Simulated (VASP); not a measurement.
The system is Ga.

```
Ga
1.0
     1.45000   -4.06500    0.00000
     1.45000    4.06500    0.00000
     0.00000    0.00000    3.17000
Ga
2
Cartesian
  1.4881 3.0120 2.3844
  1.4634 -2.9140 0.8305
```

Base run:

- Program: VASP 6.6.1
- Functional: LDA
- Potentials or basis: VASP PAW LDA potentials, release 64 (Ga_d)
- Cutoff: 520 eV
- k mesh: 13 × 13 × 12
- Occupations: methfessel-paxton, width 0.05 eV
- Spin: no spin polarisation

Its results: band gap on the k mesh zero (bands 13 and 14 overlap by 8.82 eV); pressure -3.7 GPa; largest force 0.046 eV/Å.

Question: The run is repeated on the same cell with these changes: k mesh from 13 × 13 × 12 to 7 × 7 × 6; further incar settings from ALGO = Fast; EDIFF = 1e-06; NBANDS = 20 to ALGO = Normal; EDIFF = 1e-06; NBANDS = 20. What comes out?

Answer: Band gap on the k mesh zero (bands 13 and 14 overlap by 8.40 eV); pressure -3.2 GPa; largest force 0.057 eV/Å.

Caveats: the cell stands under tension.
